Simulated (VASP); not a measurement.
KMnF3, 5 atoms in the cell. The structure is cubic, space group Pm-3m (No. 221). The conventional cell has a = 4.139 Å, b = 4.139 Å, c = 4.139 Å, α = 90.00°, β = 90.00°, γ = 90.00°. K (site symmetry m-3m) has 12 F at 2.93 Å and 8 Mn at 3.58 Å within 3.9 Å. Within 2.7 Å of Mn (site symmetry m-3m) lie 6 F at 2.07 Å. Within 2.7 Å of F (site symmetry 4/mmm) lie 2 Mn at 2.07 Å.  This cell differs from its parent crystal: volume scaled by 0.97.

```yaml
Program: VASP 6.6.1
Task: single point
Functional: PBEsol
Potentials_or_basis: VASP PAW PBE potentials, release 64 (K_sv, Mn_pv, F)
Cutoff: 520 eV
k_mesh: 6 × 6 × 6
Occupations: gaussian, width 0.02 eV
Spin: collinear spin, ferromagnetic start
Starting_moments: "[0.0, 4.56, 0.0, 0.0, 0.0] μB"
Dipole_correction: no
Further_INCAR_settings: ALGO = Normal; EDIFF = 1e-06; NBANDS = 34
```

Potentials or basis: VASP PAW PBE potentials, release 64 (K_sv, Mn_pv, F).

The run is started by

```bash
$ cat potpaw_PBE.64/K_sv/POTCAR potpaw_PBE.64/Mn_pv/POTCAR potpaw_PBE.64/F/POTCAR > POTCAR
$ mpirun -np 1 vasp_std > vasp.out
```

Hardware: 1 thread of AMD EPYC 9R45 96-Core Processor (Zen 5), with other jobs on the host.

How long does it take, and how much memory?

Wall time 49 s on 1 thread of AMD EPYC 9R45 96-Core Processor (Zen 5), with other jobs on the host, peak memory 0.21 GiB. Counts: scf iterations 15, k points 20.
